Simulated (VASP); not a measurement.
Write the native input for VASP 6.6.1 that does the following.

| Item | Value |
| --- | --- |
| Task | relaxation of cell and atoms |
| Functional | PBEsol |
| Potentials or basis | VASP PAW PBE potentials, release 64 (C) |
| Cutoff | 600 eV |
| k mesh | 18 × 18 × 18 |
| Occupations | fermi-dirac, width 0.05 eV |
| Spin | no spin polarisation |
| Dipole correction | no |
| Further INCAR settings | ALGO = Normal; EDIFF = 1e-07; IBRION = 2; EDIFFG = -0.002; NSW = 100; ISIF = 3 |

The structure of C lies in POSCAR:

```
C
1.0
    1.2280287114      0.7090027071      3.3470114498
   -1.2280287114      0.7090027071      3.3470114498
    0.0000000000     -1.4180054142      3.3470114498
C
2
Direct
    0.8360000000      0.8360000000      0.8360000000
    0.1640000000      0.1640000000      0.1640000000
```

One way to write it, as run:

INCAR

```
SYSTEM = C
  PREC = Accurate
  ENCUT = 600
  EDIFF = 1E-7
  ISMEAR = -1
  SIGMA = 0.05
  LREAL = .FALSE.
  LASPH = .TRUE.
  NELM = 80
  ALGO = Normal
  ISIF = 3
  LWAVE = .FALSE.
  LCHARG = .FALSE.
  GGA = PS
  IBRION = 2
  NSW = 100
  EDIFFG = -0.002
```

KPOINTS

```
regular mesh
0
G
  18 18 18
  0 0 0
```

Potentials or basis: VASP PAW PBE potentials, release 64 (C).

Run with:

```console
$ cat potpaw_PBE.64/C/POTCAR > POTCAR
$ mpirun -np 1 vasp_std > vasp.out
```

Results of the run:

The relaxed volume is 9.31 Å³/atom, the relaxed cell is a = 3.827 Å, b = 3.827 Å, c = 3.827 Å, α = 37.49°, β = 37.49°, γ = 37.49° and the space group after relaxing (to 0.1 Å) is R-3m (No. 166). The energy gained by relaxing is 13.1 meV/atom and the ionic steps are 13. The pressure after relaxing is 0.0 GPa.

Caveat: this functional lacks dispersion, which binds layers or chains, so the pressure and a relaxed spacing across them are unreliable; the PAW data sets were made with another functional, which shifts forces and pressure a little.

It took 9.7 min on 1 thread of AMD EPYC 9R45 96-Core Processor (Zen 5), on a shared host, peak memory 0.2 GiB.
